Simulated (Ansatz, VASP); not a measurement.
**Bi2Se3 in VASP and in Ansatz**

File INCAR:

```
PREC = Accurate
ENCUT = 520
EDIFF = 1E-8
ISMEAR = -1
SIGMA = 0.03
LREAL = F
LASPH = T
NELM = 60
ALGO = Normal
ISIF = 2
LWAVE = F
LCHARG = F
GGA = PS
LEFG = T
NBANDS = 32
```

KPOINTS

```
Automatic mesh
0
Gamma
  6 6 6
```

POSCAR

```
Bi2Se3
1.0
    2.0575961980      1.1879537188      9.4812654522
   -2.0575961980      1.1879537188      9.4812654522
    0.0000000000     -2.3759074377      9.4812654522
Bi Se
2 3
Direct
    0.4008000000      0.4008000000      0.4008000000
    0.5992000000      0.5992000000      0.5992000000
    0.0000000000      0.0000000000      0.0000000000
    0.2117000000      0.2117000000      0.2117000000
    0.7883000000      0.7883000000      0.7883000000
```

Input for Ansatz:

```yaml
crystal:
  lattice:
    - [2.057596198, 1.1879537188, 9.4812654522]
    - [-2.057596198, 1.1879537188, 9.4812654522]
    - [0.0, -2.3759074377, 9.4812654522]
  atoms:
    - { symbol: Bi, position: [0.4008, 0.4008, 0.4008] }
    - { symbol: Bi, position: [0.5992, 0.5992, 0.5992] }
    - { symbol: Se, position: [0.0, 0.0, 0.0] }
    - { symbol: Se, position: [0.2117, 0.2117, 0.2117] }
    - { symbol: Se, position: [0.7883, 0.7883, 0.7883] }
kpoints:
  mp_grid: { grid: [6, 6, 6] }
scf:
  occupations: { method: fermi_dirac, width: 0.03 }
hamiltonian:
  xc: pbesol
  pseudopotentials: { kind: paw }
output:
  forces: true
  stress: true
  eigenvalues: true
  efg: { contact_densities: true }
```

Change from the starting cell: volume scaled by 0.98, PAW files.

Alike in both runs: task electric field gradients; functional PBEsol; k mesh 6 × 6 × 6; occupations fermi-dirac, width 0.03 eV; no spin polarisation.

```csv
,VASP,Ansatz
version,VASP 6.6.1,Ansatz 0.2.0
potentials or method,"VASP PAW PBE potentials, release 64 (Bi_d, Se)","PAW with Ansatz's default frozen-core files, scalar-relativistic"
plane-wave cutoff (eV),520,420
valence electrons in the cell,48,78
```

```tsv
	VASP	Ansatz	Ansatz less VASP
pressure (GPa)	1.0	1.0	-0.06
rms of the force components (eV/Å)	0.133	0.125	-0.0082
size of Vzz on the site where it differs most (V/Å²)	3.5	0.1	-3.49
```

VASP's potentials were made for PBE, not for PBEsol. Atom by atom the forces differ by 0.008 eV/Å (rms over components). The functional is the same, so the differences come from potentials, cutoffs and numerics. VASP's potentials hold 48 valence electrons a cell and Ansatz's 78, so a difference there can come from the potentials and not from the codes.

Spin-orbit coupling is off throughout.
